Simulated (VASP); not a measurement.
# PbS (Cmcm) in VASP: notebook

PbS is run at these levels: PBEsol; tasks: single point.

Program: VASP 6.6.1. These are calculated values, not measurements. Logs are shortened: lines on timing, memory, paths and dates and some standing lists are left out, and cuts for length are marked.

### 1 The cell of the first run

It takes space group Cmcm (No. 63, orthorhombic). Conventional cell: a = 4.233 Å, b = 12.192 Å, c = 4.354 Å, α = 90.00°, β = 90.00°, γ = 90.00°. Within 3.6 Å of Pb (site symmetry m2m) lie 5 S at 2.73 to 3.04 Å. S (site symmetry m2m) has 5 Pb at 2.73 to 3.04 Å within 3.6 Å.

### 2 Single point, PBEsol

INCAR

```
ALGO = Normal
EDIFF = 1E-7
ENCUT = 520
GGA = PS
ISIF = 2
ISMEAR = 0
LASPH = True
LCHARG = False
LREAL = False
LWAVE = False
NBANDS = 28
NELM = 60
PREC = Accurate
SIGMA = 0.01
```

KPOINTS

```
k-points
0
Gamma
  6 6 6
```

POSCAR

```
PbS
1.0
    2.1162913854     -6.0959695861      0.0000000000
    2.1162913854      6.0959695861      0.0000000000
    0.0000000000      0.0000000000      4.3540840431
Pb S
2 2
Direct
    0.8694370000      0.1305630000      0.7500000000
    0.1305630000      0.8694370000      0.2500000000
    0.6452030000      0.3547970000      0.7500000000
    0.3547970000      0.6452030000      0.2500000000
```

Potentials or basis: VASP PAW PBE potentials, release 64 (Pb_d, S).

On the command line:

```bash
> cat potpaw_PBE.64/Pb_d/POTCAR potpaw_PBE.64/S/POTCAR > POTCAR
> mpirun -np 1 vasp_std > vasp.out
```

OUTCAR:

```text
EDIFF = 1E-7
   ENCUT = 520
   GGA = PS
   ISIF = 2
   ISMEAR = 0
   LASPH = True
   LREAL = False
   NELM = 60
   PREC = Accurate

 ion  position               nearest neighbor table
   1  0.869  0.131  0.750-   3 2.73   4 3.04   4 3.04   4 3.04   4 3.04   2 3.86   2 3.86
   2  0.131  0.869  0.250-   4 2.73   3 3.04   3 3.04   3 3.04   3 3.04   1 3.86   1 3.86
   3  0.645  0.355  0.750-   1 2.73   2 3.04   2 3.04   2 3.04   2 3.04
   4  0.355  0.645  0.250-   2 2.73   1 3.04   1 3.04   1 3.04   1 3.04

  LATTYP: Found a base centered orthorhombic cell.
 ALAT       =     4.2325827708
 B/A-ratio  =     2.8804963381
 C/A-ratio  =     1.0287061775

  Lattice vectors:

 A1 = (   2.1162913854,  -6.0959695861,   0.0000000000)
 A2 = (   2.1162913854,   6.0959695861,   0.0000000000)
 A3 = (   0.0000000000,   0.0000000000,   4.3540840431)

Analysis of symmetry for initial positions (statically):
=====================================================================
 Subroutine PRICEL returns:
 Original cell was already a primitive cell.

 Routine SETGRP: Setting up the symmetry group for a
 base centered orthorhombic supercell.

 Subroutine GETGRP returns: Found  8 space group operations
 (whereof  4 operations were pure point group operations)
 out of a pool of  8 trial point group operations.

The static configuration has the point symmetry C_2h.
 The point group associated with its full space group is D_2h.

Analysis of symmetry for dynamics (positions and initial velocities):
=====================================================================
 Subroutine PRICEL returns:
 Original cell was already a primitive cell.

 Routine SETGRP: Setting up the symmetry group for a
 base centered orthorhombic supercell.

 Subroutine GETGRP returns: Found  8 space group operations
 (whereof  4 operations were pure point group operations)
 out of a pool of  8 trial point group operations.

The dynamic configuration has the point symmetry C_2h.
 The point group associated with its full space group is D_2h.

 Subroutine INISYM returns: Found  8 space group operations
 (whereof  4 operations are pure point group operations),
 and found     1 'primitive' translations

----------------------------------------------------------------------------------------

                                     Primitive cell

  volume of cell :     112.3428

  direct lattice vectors                    reciprocal lattice vectors
     2.116291385 -6.095969586  0.000000000     0.236262361 -0.082021407  0.000000000
     2.116291385  6.095969586  0.000000000     0.236262361  0.082021407  0.000000000
     0.000000000  0.000000000  4.354084043     0.000000000  0.000000000  0.229669430

  length of vectors
     6.452870247  6.452870247  4.354084043     0.250094811  0.250094811  0.229669430

  position of ions in fractional coordinates (direct lattice)
     0.869437000  0.130563000  0.750000000
     0.130563000  0.869437000  0.250000000
     0.645203000  0.354797000  0.750000000
     0.354797000  0.645203000  0.250000000

  ion indices of the primitive-cell ions
   primitive index   ion index
                 1           1
                 2           2
                 3           3
                 4           4

----------------------------------------------------------------------------------------

 KPOINTS: k-points

Automatic generation of k-mesh.
 Grid dimensions read from file:
 generate k-points for:    6    6    6

 Generating k-lattice:

  Cartesian coordinates                     Fractional coordinates (reciprocal lattice)
     0.039377060 -0.013670234  0.000000000     0.166666667  0.000000000  0.000000000
     0.039377060  0.013670234  0.000000000     0.000000000  0.166666667  0.000000000
     0.000000000  0.000000000  0.038278238     0.000000000  0.000000000  0.166666667

  Length of vectors
     0.041682469  0.041682469  0.038278238

  Shift w.r.t. Gamma in fractional coordinates (k-lattice)
     0.000000000  0.000000000  0.000000000

 Subroutine IBZKPT returns following result:
 ===========================================

 Found     52 irreducible k-points:

 Following reciprocal coordinates:
            Coordinates               Weight
  0.000000  0.000000  0.000000      1.000000
  0.166667  0.000000  0.000000      4.000000
  0.333333 -0.000000  0.000000      4.000000
  0.500000  0.000000  0.000000      2.000000
  0.166667  0.166667  0.000000      2.000000
  0.333333  0.166667  0.000000      4.000000
[... 16 lines left out ...]
  0.333333  0.333333  0.166667      4.000000
  0.500000  0.333333  0.166667      8.000000
 [... further k-points ...]
   k-points           NKPTS =     52   k-points in BZ     NKDIM =     52   number of bands    NBANDS=     28
   number of dos      NEDOS =    301   number of ions     NIONS =      4
   total plane-waves  NPLWV =  73728
   dimension x,y,z NGX =    48 NGY =   48 NGZ =   32
   dimension x,y,z NGXF=    96 NGYF=   96 NGZF=   64
   ions per type =               2   2
   NGX,Y,Z   is equivalent  to a cutoff of  12.37, 12.37, 12.22 a.u.
   NGXF,Y,Z  is equivalent  to a cutoff of  24.73, 24.73, 24.44 a.u.
 SYSTEM =  unknown system
   PREC   = accura    normal or accurate (medium, high low for compatibility)
   ISTART =      0    job   : 0-new  1-cont  2-samecut
   ICHARG =      2    charge: 1-file 2-atom 10-const
   ISPIN  =      1    spin polarized calculation?
   LNONCOLLINEAR =      F non collinear calculations
   LSORBIT =      F    spin-orbit coupling
   LASPH  =      T    aspherical Exc in radial PAW
   ENCUT  =  520.0 eV  38.22 Ry    6.18 a.u.  12.00 12.00  8.10*2*pi/ulx,y,z
   NELM   =     60;   NELMIN=  2; NELMDL= -5     # of ELM steps
   EDIFF  = 0.1E-06   stopping-criterion for ELM
   LREAL  =      F    real-space projection
   EDIFFG = 0.1E-05   stopping-criterion for IOM
   NSW    =      0    number of steps for IOM
   IBRION =     -1    ionic relax: 0-MD 1-quasi-New 2-CG
   NFREE  =      0    steps in history (QN), initial steepest desc. (CG)
   ISIF   =      2    stress and relaxation
   ISYM   =      2    0-nonsym 1-usesym 2-fastsym
   POTIM  = 0.5000    time-step for ionic-motion
   TEBEG  =    0.0;   TEEND  =   0.0 temperature during run
   PSTRESS=    0.0 pullay stress
   NELECT =      40.0000    total number of electrons
   NUPDOWN=      -1.0000    fix difference up-down
   EMIN   =  10.00;   EMAX   =-10.00  energy-range for DOS
   EFERMI =   0.00;   METHOD = LEGACY
   ISMEAR =     0;   SIGMA  =   0.01  broadening in eV -4-tet -1-fermi 0-gaus
   EFERMI_NEDOS =   21; number of points for ismear=-14 and -15
   IALGO  =     38    algorithm
   IMIX   =      4    mixing-type and parameters
     AMIX     =   0.40;   BMIX     =  1.00
     AMIX_MAG =   1.60;   BMIX_MAG =  1.00
  volume/ion in A,a.u.               =      28.09       189.53
  Fermi-wavevector in a.u.,A,eV,Ry     =   1.160325  2.192697 18.318273  1.346355
  Thomas-Fermi vector in A             =   2.296909
   LORBIT       =      0    0 simple, 1 ext, 2 COOP (PROOUT), +10 PAW based schemes
   GGA     = PS    functional components
   LHFCALC =     F    Hartree Fock is set to
   AEXX    =    0.0000 exact exchange contribution
   IVDW    =     0    specifies the selected vdW correction
   LEPSILON=     F    determine dielectric tensor
   LRPA    =     F    only Hartree local field effects (RPA)
 non-spin polarized calculation
 Gauss-broadening in eV      SIGMA  =   0.01
  energy-cutoff  :      520.00
  volume of cell :      112.34
 maximum number of plane-waves:      3050
   NGX = 23   NGY = 23   NGZ = 17

 number of electron      39.9999999 magnetization

 Free energy of the ion-electron system (eV)
  ---------------------------------------------------
  ext. energy  EPLUGINS =         0.00000000
  ---------------------------------------------------
  free energy    TOTEN  =       -18.64005384 eV

  energy without entropy =      -18.64005384  energy(sigma->0) =      -18.64005384

 E-fermi :   4.2124     XC(G=0):  -9.5397

 val. band max:        4.1391200176   @ k =   0.5000   0.5000   0.3333
 cond. band min:       5.3693627281   @ k =   0.5000   0.5000   0.0000
 fundamental gap:      1.2302427105
 Fermi energy:         4.2123599613

 k-point     1 :       0.0000    0.0000    0.0000
  band No.  band energies     occupation
      1     -12.0467      2.00000
      2     -11.9770      2.00000
      3     -11.9711      2.00000
      4     -11.9669      2.00000
      5     -11.9359      2.00000
      6     -11.9345      2.00000
[... 20 lines left out ...]
     27      10.0544      0.00000
     28      11.1056      0.00000

 k-point     2 :       0.1667    0.0000    0.0000
  band No.  band energies     occupation
      1     -12.0345      2.00000
      2     -11.9708      2.00000
      3     -11.9653      2.00000
      4     -11.9586      2.00000
      5     -11.9413      2.00000
      6     -11.9386      2.00000
[... 20 lines left out ...]
     27      10.4848      0.00000
     28      11.6621      0.00000

 k-point     3 :       0.3333   -0.0000    0.0000
  band No.  band energies     occupation
      1     -12.0068      2.00000
      2     -11.9649      2.00000
      3     -11.9631      2.00000
      4     -11.9553      2.00000
      5     -11.9429      2.00000
      6     -11.9422      2.00000
[... 20 lines left out ...]
     27      11.9747      0.00000
     28      12.1145      0.00000

 k-point     4 :       0.5000    0.0000    0.0000
  band No.  band energies     occupation
      1     -11.9833      2.00000
      2     -11.9740      2.00000
      3     -11.9661      2.00000
      4     -11.9630      2.00000
      5     -11.9432      2.00000
      6     -11.9407      2.00000
[... 578 lines left out ...]
     27      10.1630      0.00000
     28      11.6803      0.00000

 k-point    23 :       0.3333    0.3333    0.1667
  band No.  band energies     occupation
      1     -12.0092      2.00000
      2     -11.9794      2.00000
      3     -11.9633      2.00000
      4     -11.9496      2.00000
      5     -11.9406      2.00000
      6     -11.9400      2.00000
[... 20 lines left out ...]
     27      11.1717      0.00000
     28      12.1275      0.00000

 k-point    24 :       0.5000    0.3333    0.1667
  band No.  band energies     occupation
      1     -12.0266      2.00000
      2     -11.9636      2.00000
      3     -11.9566      2.00000
      4     -11.9558      2.00000
      5     -11.9473      2.00000
      6     -11.9369      2.00000
[... 20 lines left out ...]
     27      11.2720      0.00000
     28      11.8214      0.00000

 [... further k-points ...]

------------------------ aborting loop because EDIFF is reached ----------------------------------------

  FORCE on cell =-STRESS in cart. coord.  units (eV):
  Direction    XX          YY          ZZ          XY          YZ          ZX
  --------------------------------------------------------------------------------------
  -------------------------------------------------------------------------------------
  Total       -3.0497939     -2.6572848     -3.1333086      0.0000000     -0.0000000      0.0000000
  in kB      -43.4946669    -37.8968953    -44.6857139      0.0000000     -0.0000000      0.0000000
  external PRESSURE =     -42.0257587 kB  Pullay stress =       0.0000000 kB

 VOLUME and BASIS-vectors are now :
 -----------------------------------------------------------------------------
  energy-cutoff  :      520.00
  volume of cell :      112.34
      direct lattice vectors                 reciprocal lattice vectors
     2.116291385 -6.095969586  0.000000000     0.236262361 -0.082021407  0.000000000
     2.116291385  6.095969586  0.000000000     0.236262361  0.082021407  0.000000000
     0.000000000  0.000000000  4.354084043     0.000000000  0.000000000  0.229669430

 POSITION                                       TOTAL-FORCE (eV/Angst)
 -----------------------------------------------------------------------------------
      2.11629     -4.50415      3.26556         0.000000      0.330738      0.000000
      2.11629      4.50415      1.08852         0.000000     -0.330738      0.000000
      2.11629     -1.77031      3.26556         0.000000     -0.162220      0.000000
      2.11629      1.77031      1.08852         0.000000      0.162220     -0.000000
 -----------------------------------------------------------------------------------
    total drift:                               -0.000000     -0.000000      0.000000

  FREE ENERGIE OF THE ION-ELECTRON SYSTEM (eV)
  ---------------------------------------------------
  free  energy   TOTEN  =       -18.6400538447 eV

  energy  without entropy=      -18.6400538447  energy(sigma->0) =      -18.64005384
```

Wall time 1.8 min (1 thread of AMD EPYC 9R45 (Zen 5), shared host); peak memory 0.29 GiB.

Results:

```
Free energy            : -18.6401 eV
Pressure               : -4.2 GPa
Largest force          : 0.331 eV/Å
Band gap on the k mesh : 1.23 eV (least direct gap 1.39 eV)
```

Forces in eV/Å, atoms in the order of the input:
```
Pb   0.000  0.331  0.000
Pb   0.000 -0.331  0.000
S    0.000 -0.162  0.000
S    0.000  0.162  0.000
```

Levels at points of the mesh, in eV from the valence-band top:
```tsv
k point	band 16	band 17	band 18	band 19	band 20	band 21	band 22	band 23	band 24	band 25
(0.00, 0.00, 0.00)	-2.60	-2.08	-1.38	-1.21	-0.33	4.55	4.78	4.79	5.41	5.63
(0.50, 0.00, 0.00)	-1.76	-1.10	-0.94	-0.32	-0.25	1.76	1.90	2.28	2.90	3.18
(0.50, 0.50, 0.00)	-2.30	-1.74	-1.59	-1.05	-0.32	1.23	4.39	4.86	4.93	5.37
(0.00, 0.00, 0.50)	-2.43	-0.88	-0.88	-0.05	-0.05	1.84	1.84	2.83	2.83	4.87
(0.50, 0.00, 0.50)	-3.91	-2.78	-2.78	-1.22	-1.22	3.41	3.41	5.14	5.14	6.20
(0.50, 0.50, 0.50)	-1.00	-0.98	-0.98	-0.38	-0.38	1.62	1.62	3.21	3.21	3.51
```

Caveat: the cell stands under tension; the PAW data sets were made with another functional, which shifts forces and pressure a little; spin-orbit coupling is left out, which moves the levels of the heavy elements. A k mesh can miss the band edges.

### 3 Single point, PBEsol

This run uses another cell than the first one, of 28.80 Å³/atom.

INCAR

```
PREC = Accurate
ENCUT = 520
EDIFF = 1E-7
ISMEAR = 0
SIGMA = 0.01
LREAL = False
LASPH = True
NELM = 60
ALGO = Normal
ISIF = 2
LWAVE = False
LCHARG = False
GGA = PS
NBANDS = 28
```

KPOINTS

```
regular mesh
0
Gamma
  6 6 6
```

POSCAR

```
PbS
1.0
    2.1340017601     -6.1469842556      0.0000000000
    2.1340017601      6.1469842556      0.0000000000
    0.0000000000      0.0000000000      4.3905215869
Pb S
2 2
Direct
    0.8694370000      0.1305630000      0.7500000000
    0.1305630000      0.8694370000      0.2500000000
    0.6452030000      0.3547970000      0.7500000000
    0.3547970000      0.6452030000      0.2500000000
```

Potentials or basis: VASP PAW PBE potentials, release 64 (Pb_d, S).

On the command line:

```bash
> cat potpaw_PBE.64/Pb_d/POTCAR potpaw_PBE.64/S/POTCAR > POTCAR
> mpirun -np 1 vasp_std > vasp.out
```

It took 2.2 min on 1 thread of AMD EPYC 9R45 (Zen 5), shared host; peak memory 0.32 GiB.

The run converged. Its results:

- Free energy: -18.5583 eV
- Pressure: -5.1 GPa
- Largest force: 0.459 eV/Å
- Band gap on the k mesh: 1.27 eV (least direct gap 1.41 eV)

Forces on the atoms (eV/Å):
```
Pb   0.000  0.459  0.000
Pb   0.000 -0.459  0.000
S    0.000 -0.241  0.000
S    0.000  0.241  0.000
```

Stress tensor (GPa, compression positive):
```
-5.27  0.00  0.00
 0.00 -4.70  0.00
 0.00  0.00 -5.37
```

Levels at points of the mesh, in eV from the valence-band top:
| k point | band 18 | band 19 | band 20 | band 21 | band 22 | band 23 |
| --- | --- | --- | --- | --- | --- | --- |
| (0.00, 0.00, 0.00) | -1.28 | -1.12 | -0.28 | 4.49 | 4.74 | 4.85 |
| (0.50, 0.00, 0.00) | -0.85 | -0.31 | -0.22 | 1.77 | 1.93 | 2.31 |
| (0.50, 0.50, 0.00) | -1.48 | -0.96 | -0.28 | 1.27 | 4.34 | 4.82 |
| (0.00, 0.00, 0.50) | -0.80 | -0.04 | -0.04 | 1.86 | 1.86 | 2.85 |
| (0.50, 0.00, 0.50) | -2.63 | -1.15 | -1.15 | 3.41 | 3.41 | 5.07 |
| (0.50, 0.50, 0.50) | -0.89 | -0.34 | -0.34 | 1.59 | 1.59 | 3.21 |

Caveat: the cell stands under tension; the PAW data sets were made with another functional, which shifts forces and pressure a little; spin-orbit coupling is left out, which moves the levels of the heavy elements.
